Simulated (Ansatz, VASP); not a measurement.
# Two plane-wave programs on AgCl

File POSCAR:

```
AgCl
1.0
    0.0000000000      2.8286474904      2.7116538443
    2.8286474904      0.0000000000      2.7116538443
    2.8286474904      2.8286474904      0.0000000000
Ag Cl
1 1
Direct
    0.0000000000      0.0000000000      0.0000000000
    0.5000000000      0.5000000000      0.5000000000
```

File INCAR.step1:

```
SYSTEM = AgCl
  ALGO = Normal
  EDIFF = 1E-4
  ENCUT = 520
  GGA = PE
  ISMEAR = 0
  LASPH = .TRUE.
  LCHARG = .FALSE.
  LREAL = .FALSE.
  LWAVE = .TRUE.
  NBANDS = 16
  NELM = 80
  PREC = Accurate
  SIGMA = 0.01
```

Contents of INCAR.step2:

```
SYSTEM = AgCl
  ALGO = Normal
  EDIFF = 1E-7
  ENCUT = 520
  ISIF = 2
  ISMEAR = 0
  ISTART = 1
  LASPH = .TRUE.
  LCHARG = .FALSE.
  LMIXTAU = .TRUE.
  LREAL = .FALSE.
  LWAVE = .FALSE.
  METAGGA = R2SCAN
  NBANDS = 16
  NELM = 80
  PREC = Accurate
  SIGMA = 0.01
```

KPOINTS

```
k-points
0
G
  8 8 8
  0 0 0
```

Input for Ansatz:

```yaml
crystal:
  lattice:
    - [0.0, 2.8286474904, 2.7116538443]
    - [2.8286474904, 0.0, 2.7116538443]
    - [2.8286474904, 2.8286474904, 0.0]
  atoms:
    - { symbol: Ag, position: [0.0, 0.0, 0.0] }
    - { symbol: Cl, position: [0.5, 0.5, 0.5] }
kpoints:
  mp_grid: { grid: [8, 8, 8] }
  band_path:
    path:
      - [0.0, 0.0, 0.0]
      - [0.5, 0.0, 0.5]
      - [0.625, 0.25, 0.625]
      - [0.375, 0.375, 0.75]
      - [0.5, 0.5, 0.5]
      - [0.5, 0.25, 0.75]
      - [0.0375, 0.0375, 0.075]
      - [0.0, 0.0, 0.5]
    npoints: 1
hamiltonian:
  xc: r2scan
scf:
  occupations: { method: fixed }
  n_extra_bands: 4
output:
  forces: true
  stress: true
  eigenvalues: true
```

Change from the starting cell: epitaxial_xy strain +2.0%.

Alike in both runs: task single point; functional r2SCAN; k mesh 8 × 8 × 8; no spin polarisation.

|  | VASP | Ansatz |
| --- | --- | --- |
| version | VASP 6.6.1 | Ansatz 0.2.0 |
| potentials or method | VASP PAW PBE potentials, release 64 (Ag, Cl) | plane waves, PAW |
| plane-wave cutoff (eV) | 520 | 500 |
| occupations | gaussian, width 0.01 eV | fixed |
| valence electrons in the cell | 18 | 26 |

|  | VASP | Ansatz | Ansatz less VASP |
| --- | --- | --- | --- |
| gap on the k mesh at the Fermi level (eV) | 1.31 | 1.36 | +0.052 |
| pressure (GPa) | -0.8 | -0.7 | +0.08 |
| traceless stress, the component that is largest in VASP (GPa) | 0.68 | 0.70 | +0.023 |

VASP's potentials were made for PBE, not for r2SCAN. VASP's potentials hold 18 valence electrons a cell and Ansatz's 26, so a difference there can come from the potentials and not from the codes.
